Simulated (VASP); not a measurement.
# K (Pm-3m) in VASP: a series of runs

The runs below take K through single point, with PBEsol, r2SCAN.

Everything below comes from runs of VASP 6.6.1. Logs are shortened: lines on timing, memory, paths and dates and some standing lists are left out, and cuts for length are marked.

**1. The cell of the first run**

Symmetry: Pm-3m, No. 221, cubic system. The conventional cell has a = 4.400 Å, b = 4.400 Å, c = 4.400 Å, α = 90.00°, β = 90.00°, γ = 90.00°. Within 5.8 Å of K (site symmetry m-3m) lie 6 K at 4.40 Å.

**2. Single point, PBEsol (strained)**

File INCAR:

```
SYSTEM = K
ALGO     = Fast           ! electronic algorithm
EDIFF    = 1E-7           ! SCF threshold, eV
ENCUT    = 520            ! plane-wave cutoff, eV
GGA      = PS             ! functional
ISIF     = 2              ! what is computed and relaxed
ISMEAR   = 0              ! smearing method
LASPH    = .TRUE.         ! aspherical terms in the spheres
LCHARG   = .TRUE.         ! write CHGCAR
LELF     = .TRUE.         ! ELF
LREAL    = .FALSE.        ! projectors in reciprocal space
LVHAR    = .TRUE.       
LWAVE    = .FALSE.        ! write WAVECAR
NBANDS   = 10             ! bands
NELM     = 100            ! most SCF steps
PREC     = Accurate       ! precision mode
SIGMA    = 0.1            ! smearing width, eV
```

File KPOINTS:

```
k-points
0
G
  10 10 10
  0 0 0
```

File POSCAR:

```
K
1.0
    4.4002690490      0.0000000000      0.0000000000
    0.0000000000      4.4002690490      0.0000000000
    0.0000000000      0.0000000000      4.4002690490
K
1
Direct
    0.0000000000      0.0000000000      0.0000000000
```

Potentials or basis: VASP PAW PBE potentials, release 64 (K_sv).

On the command line:

```bash
$ cat potpaw_PBE.64/K_sv/POTCAR > POTCAR
$ mpirun -np 1 vasp_std > vasp.out
```

OUTCAR:

```text
SYSTEM = K
   EDIFF = 1E-7
   ENCUT = 520
   GGA = PS
   ISIF = 2
   ISMEAR = 0
   LASPH = .TRUE.
   LREAL = .FALSE.
   NELM = 100
   PREC = Accurate

 ion  position               nearest neighbor table
   1  0.000  0.000  0.000-

  LATTYP: Found a simple cubic cell.
 ALAT       =     4.4002690490

  Lattice vectors:

 A1 = (   4.4002690490,   0.0000000000,   0.0000000000)
 A2 = (   0.0000000000,   4.4002690490,   0.0000000000)
 A3 = (   0.0000000000,   0.0000000000,   4.4002690490)

Analysis of symmetry for initial positions (statically):
=====================================================================
 Subroutine PRICEL returns:
 Original cell was already a primitive cell.

 Routine SETGRP: Setting up the symmetry group for a
 simple cubic supercell.

 Subroutine GETGRP returns: Found 48 space group operations
 (whereof 48 operations were pure point group operations)
 out of a pool of 48 trial point group operations.

The static configuration has the point symmetry O_h .

Analysis of symmetry for dynamics (positions and initial velocities):
=====================================================================
 Subroutine PRICEL returns:
 Original cell was already a primitive cell.

 Routine SETGRP: Setting up the symmetry group for a
 simple cubic supercell.

 Subroutine GETGRP returns: Found 48 space group operations
 (whereof 48 operations were pure point group operations)
 out of a pool of 48 trial point group operations.

The dynamic configuration has the point symmetry O_h .

 Subroutine INISYM returns: Found 48 space group operations
 (whereof 48 operations are pure point group operations),
 and found     1 'primitive' translations

----------------------------------------------------------------------------------------

                                     Primitive cell

  volume of cell :      85.1996

  direct lattice vectors                    reciprocal lattice vectors
     4.400269049  0.000000000  0.000000000     0.227258831  0.000000000  0.000000000
     0.000000000  4.400269049  0.000000000     0.000000000  0.227258831  0.000000000
     0.000000000  0.000000000  4.400269049     0.000000000  0.000000000  0.227258831

  length of vectors
     4.400269049  4.400269049  4.400269049     0.227258831  0.227258831  0.227258831

  position of ions in fractional coordinates (direct lattice)
[... 76 lines left out ...]
   NELM   =    100;   NELMIN=  2; NELMDL= -5     # of ELM steps
   EDIFF  = 0.1E-06   stopping-criterion for ELM
   LREAL  =      F    real-space projection
   EDIFFG = 0.1E-05   stopping-criterion for IOM
   NSW    =      0    number of steps for IOM
   IBRION =     -1    ionic relax: 0-MD 1-quasi-New 2-CG
   NFREE  =      0    steps in history (QN), initial steepest desc. (CG)
   ISIF   =      2    stress and relaxation
   ISYM   =      2    0-nonsym 1-usesym 2-fastsym
   POTIM  = 0.5000    time-step for ionic-motion
   TEBEG  =    0.0;   TEEND  =   0.0 temperature during run
   PSTRESS=    0.0 pullay stress
   NELECT =       9.0000    total number of electrons
   NUPDOWN=      -1.0000    fix difference up-down
   EMIN   =  10.00;   EMAX   =-10.00  energy-range for DOS
   EFERMI =   0.00;   METHOD = LEGACY
   ISMEAR =     0;   SIGMA  =   0.10  broadening in eV -4-tet -1-fermi 0-gaus
   EFERMI_NEDOS =   21; number of points for ismear=-14 and -15
   IALGO  =     68    algorithm
   IMIX   =      4    mixing-type and parameters
     AMIX     =   0.40;   BMIX     =  1.00
     AMIX_MAG =   1.60;   BMIX_MAG =  1.00
  volume/ion in A,a.u.               =      85.20       574.96
  Fermi-wavevector in a.u.,A,eV,Ry     =   0.773885  1.462431  8.148502  0.598898
  Thomas-Fermi vector in A             =   1.875824
   LORBIT       =      0    0 simple, 1 ext, 2 COOP (PROOUT), +10 PAW based schemes
   GGA     = PS    functional components
   LHFCALC =     F    Hartree Fock is set to
   AEXX    =    0.0000 exact exchange contribution
   IVDW    =     0    specifies the selected vdW correction
   LEPSILON=     F    determine dielectric tensor
   LRPA    =     F    only Hartree local field effects (RPA)
 non-spin polarized calculation
 RMM-DIIS sequential band-by-band and
 Gauss-broadening in eV      SIGMA  =   0.10
  energy-cutoff  :      520.00
  volume of cell :       85.20
 maximum number of plane-waves:      2320
 NGX is ok and might be reduce to    36
   NGX = 17   NGY = 17   NGZ = 17

 number of electron       9.0000001 magnetization

 Free energy of the ion-electron system (eV)
  ---------------------------------------------------
  ext. energy  EPLUGINS =         0.00000000
  ---------------------------------------------------
  free energy    TOTEN  =        -1.01953238 eV

  energy without entropy =       -1.01510656  energy(sigma->0) =       -1.01731947

 E-fermi :  -0.3992     XC(G=0):  -5.3368

 val. band max:       -0.4005346935   @ k =   0.5000   0.1000   0.0000
 cond. band min:      -0.3707744114   @ k =   0.4000   0.3000   0.0000
 fundamental gap:      0.0297602821
 Fermi energy:        -0.3992101540

 k-point     1 :       0.0000    0.0000    0.0000
  band No.  band energies     occupation
      1     -32.6685      2.00000
      2     -16.1751      2.00000
      3     -16.1751      2.00000
      4     -16.1751      2.00000
      5      -2.4007      2.00000
      6       2.4400      0.00000
      7       2.4400      0.00000
      8       5.6087      0.00000
      9       5.6182      0.00000
     10       5.6196      0.00000
[... 287 lines left out ...]
 k-point    24 :       0.3000    0.1000    0.1000
  band No.  band energies     occupation
      1     -32.6658      2.00000
      2     -16.2187      2.00000
      3     -16.1774      2.00000
      4     -16.1770      2.00000
      5      -1.4650      2.00000
      6       1.3502      0.00000
      7       2.7036      0.00000
      8       4.0040      0.00000
      9       4.1944      0.00000
     10       5.2334      0.00000

 [... further k-points ...]
[... 5 lines left out ...]
  --------------------------------------------------------------------------------------
  -------------------------------------------------------------------------------------
  Total       -0.1489743     -0.1489743     -0.1489743      0.0000000     -0.0000000      0.0000000
  in kB       -2.8014580     -2.8014580     -2.8014580      0.0000000     -0.0000000      0.0000000
  external PRESSURE =      -2.8014580 kB  Pullay stress =       0.0000000 kB

 VOLUME and BASIS-vectors are now :
 -----------------------------------------------------------------------------
  energy-cutoff  :      520.00
  volume of cell :       85.20
      direct lattice vectors                 reciprocal lattice vectors
     4.400269049  0.000000000  0.000000000     0.227258831  0.000000000  0.000000000
     0.000000000  4.400269049  0.000000000     0.000000000  0.227258831  0.000000000
     0.000000000  0.000000000  4.400269049     0.000000000  0.000000000  0.227258831

 POSITION                                       TOTAL-FORCE (eV/Angst)
 -----------------------------------------------------------------------------------
      0.00000      0.00000      0.00000         0.000000      0.000000      0.000000
 -----------------------------------------------------------------------------------
    total drift:                                0.000000     -0.000000     -0.000000

  FREE ENERGIE OF THE ION-ELECTRON SYSTEM (eV)
  ---------------------------------------------------
  free  energy   TOTEN  =        -1.0195323784 eV

  energy  without entropy=       -1.0151065625  energy(sigma->0) =       -1.01731947
```

OSZICAR:

```text
N       E                     dE             d eps       ncg     rms          rms(c)
DAV:   1     0.473102725382E+02    0.47310E+02   -0.35323E+03  1120   0.684E+02
DAV:   2     0.643690710516E+00   -0.46667E+02   -0.46089E+02  1190   0.187E+02
DAV:   3    -0.942805876564E+00   -0.15865E+01   -0.15839E+01  1706   0.288E+01
DAV:   4    -0.102194243368E+01   -0.79137E-01   -0.78731E-01  1590   0.493E+00
DAV:   5    -0.102315465005E+01   -0.12122E-02   -0.12120E-02  1706   0.538E-01    0.153E+00
RMM:   6    -0.102070488735E+01    0.24498E-02   -0.23563E-03  1533   0.346E-01    0.103E+00
RMM:   7    -0.101945743359E+01    0.12475E-02   -0.60209E-03  1588   0.474E-01    0.931E-02
RMM:   8    -0.101950112202E+01   -0.43688E-04   -0.10119E-03  1698   0.283E-01    0.420E-02
RMM:   9    -0.101953040441E+01   -0.29282E-04   -0.18213E-04  1764   0.959E-02    0.223E-02
RMM:  10    -0.101952914674E+01    0.12577E-05   -0.75210E-05  1783   0.579E-02    0.853E-03
RMM:  11    -0.101953077652E+01   -0.16298E-05   -0.12794E-05  1928   0.194E-02    0.708E-03
RMM:  12    -0.101953170977E+01   -0.93325E-06   -0.50100E-06  1939   0.108E-02    0.275E-03
RMM:  13    -0.101953220998E+01   -0.50021E-06   -0.17977E-06  1684   0.681E-03    0.135E-04
RMM:  14    -0.101953231582E+01   -0.10585E-06   -0.90984E-07  1578   0.446E-03    0.331E-04
RMM:  15    -0.101953237843E+01   -0.62602E-07   -0.46240E-07  1419   0.324E-03
   1 F= -.10195324E+01 E0= -.10173195E+01  d E =-.442582E-02
```

stdout:

```text
POSCAR found type information on POSCAR K
 POSCAR found :  1 types and       1 ions
 scaLAPACK will be used
 -----------------------------------------------------------------------------
|                                                                             |
|                                                                             |
|     You enforced a specific xc type in the INCAR file but a different       |
|     I HOPE YOU KNOW WHAT YOU ARE DOING!                                     |
|                                                                             |
 -----------------------------------------------------------------------------

 LDA part: xc-table for (Slater+PW92), standard interpolation
 POSCAR, INCAR and KPOINTS ok, starting setup
 FFT: planning ... GRIDC
 FFT: planning ... GRID_SOFT
 FFT: planning ... GRID
 WAVECAR not read
 entering main loop
WARNING in EDDRMM: call to ZHEGV failed, returncode =   8  4      5
WARNING in EDDRMM: call to ZHEGV failed, returncode =   6  3     10
WARNING in EDDRMM: call to ZHEGV failed, returncode =   8  4      6
WARNING in EDDRMM: call to ZHEGV failed, returncode =   6  3     10
```

Wall time 42 s (1 thread of Intel Xeon Platinum 8259CL at 2.50GHz (Skylake/Cascade Lake), shared host); peak memory 0.22 GiB.

What came out:

- Free energy: -1.0195 eV
- Pressure: -0.3 GPa

Caveat: the cell differs from its parent crystal (strained); the PAW data sets were made with another functional, which shifts forces and pressure a little.

**3. Single point, r2SCAN (functional r2SCAN, strained)**

File POSCAR:

```
K
1.0
    4.2668178424      0.0000000000      0.0000000000
    0.0000000000      4.2668178424      0.0000000000
    0.0000000000      0.0000000000      4.2668178424
K
1
Direct
    0.0000000000      0.0000000000      0.0000000000
```

File INCAR.step1:

```
SYSTEM = K
PREC = Accurate
ENCUT = 520
ISMEAR = 0
SIGMA = 0.1
LREAL = .False.
LASPH = .True.
NELM = 60
NBANDS = 10
GGA = PE
ALGO = Normal
EDIFF = 1E-4
LWAVE = .True.
LCHARG = .False.
```

File INCAR.step2:

```
SYSTEM = K
PREC = Accurate
ENCUT = 520
EDIFF = 1E-6
ISMEAR = 0
SIGMA = 0.1
LREAL = .False.
LASPH = .True.
NELM = 60
ALGO = Normal
ISIF = 2
LWAVE = .False.
LCHARG = .False.
METAGGA = R2SCAN
LMIXTAU = .True.
NBANDS = 10
ISTART = 1
```

File KPOINTS:

```
regular mesh
0
Gamma
  10 10 10
  0 0 0
```

Potentials or basis: VASP PAW PBE potentials, release 64 (K_sv).

On the command line:

```bash
$ cat potpaw_PBE.64/K_sv/POTCAR > POTCAR
$ cp INCAR.step1 INCAR
$ mpirun -np 1 vasp_std > vasp.out
$ cp INCAR.step2 INCAR
$ mpirun -np 1 vasp_std > vasp.out
```

OUTCAR:

```text
SYSTEM = K
   PREC = Accurate
   ENCUT = 520
   EDIFF = 1E-6
   ISMEAR = 0
   LREAL = .False.
   LASPH = .True.
   NELM = 60
   ISIF = 2
   METAGGA = R2SCAN
   ISTART = 1

 ion  position               nearest neighbor table
   1  0.000  0.000  0.000-

  LATTYP: Found a simple cubic cell.
 ALAT       =     4.2668178424

  Lattice vectors:

 A1 = (   4.2668178424,   0.0000000000,   0.0000000000)
[... 482 lines left out ...]
 k-point    24 :       0.3000    0.1000    0.1000
  band No.  band energies     occupation
      1     -34.0545      2.00000
      2     -16.7768      2.00000
      3     -16.7225      2.00000
      4     -16.7217      2.00000
      5      -1.2988      2.00000
      6       1.8981      0.00000
      7       3.3934      0.00000
      8       4.8851      0.00000
      9       5.0245      0.00000
     10       6.1904      0.00000

 [... further k-points ...]
[... 5 lines left out ...]
  --------------------------------------------------------------------------------------
  -------------------------------------------------------------------------------------
  Total        0.0433054      0.0433054      0.0433054     -0.0000000      0.0000000     -0.0000000
  in kB        0.8931818      0.8931818      0.8931818     -0.0000000      0.0000000     -0.0000000
  external PRESSURE =       0.8931818 kB  Pullay stress =       0.0000000 kB

 VOLUME and BASIS-vectors are now :
 -----------------------------------------------------------------------------
  energy-cutoff  :      520.00
  volume of cell :       77.68
      direct lattice vectors                 reciprocal lattice vectors
     4.266817842  0.000000000  0.000000000     0.234366696  0.000000000  0.000000000
     0.000000000  4.266817842  0.000000000     0.000000000  0.234366696  0.000000000
     0.000000000  0.000000000  4.266817842     0.000000000  0.000000000  0.234366696

 POSITION                                       TOTAL-FORCE (eV/Angst)
 -----------------------------------------------------------------------------------
      0.00000      0.00000      0.00000         0.000000      0.000000      0.000000
 -----------------------------------------------------------------------------------
    total drift:                                0.000000     -0.000000     -0.000000

  FREE ENERGIE OF THE ION-ELECTRON SYSTEM (eV)
  ---------------------------------------------------
  free  energy   TOTEN  =        -5.9048197716 eV

  energy  without entropy=       -5.9005627600  energy(sigma->0) =       -5.90269127
```

OUTCAR.step1:

```text
SYSTEM = K
   PREC = Accurate
   ENCUT = 520
   ISMEAR = 0
   LREAL = .False.
   LASPH = .True.
[... 529 lines left out ...]
 POSITION                                       TOTAL-FORCE (eV/Angst)
 -----------------------------------------------------------------------------------
      0.00000      0.00000      0.00000         0.000000      0.000000      0.000000
 -----------------------------------------------------------------------------------
    total drift:                                0.000000     -0.000000      0.000000

  FREE ENERGIE OF THE ION-ELECTRON SYSTEM (eV)
  ---------------------------------------------------
  free  energy   TOTEN  =        -0.9447521375 eV

  energy  without entropy=       -0.9404194824  energy(sigma->0) =       -0.94258581
```

OSZICAR.step1:

```text
N       E                     dE             d eps       ncg     rms          rms(c)
DAV:   1     0.473361659044E+02    0.47336E+02   -0.35250E+03  1120   0.683E+02
DAV:   2     0.641059234507E+00   -0.46695E+02   -0.46109E+02  1186   0.192E+02
DAV:   3    -0.890678277429E+00   -0.15317E+01   -0.15267E+01  1694   0.285E+01
DAV:   4    -0.944663125053E+00   -0.53985E-01   -0.53930E-01  1550   0.457E+00
DAV:   5    -0.946201934045E+00   -0.15388E-02   -0.15381E-02  1724   0.581E-01    0.181E+00
DAV:   6    -0.945266680556E+00    0.93525E-03   -0.20010E-03  1666   0.281E-01    0.114E+00
DAV:   7    -0.944712391747E+00    0.55429E-03   -0.34876E-03  1612   0.356E-01    0.712E-02
DAV:   8    -0.944752137519E+00   -0.39746E-04   -0.23877E-04  1378   0.153E-01
   1 F= -.94475214E+00 E0= -.94258581E+00  d E =-.433266E-02
```

Run time: 75 s. Hardware: 1 thread of Intel Xeon Platinum 8259CL at 2.50GHz (Skylake/Cascade Lake), shared host; peak memory 0.2 GiB.

Results:

```
Free energy : -5.9048 eV
Pressure    : 0.1 GPa
```

Caveat: the cell differs from its parent crystal (functional r2SCAN, strained); the PAW data sets were made with another functional, which shifts forces and pressure a little.
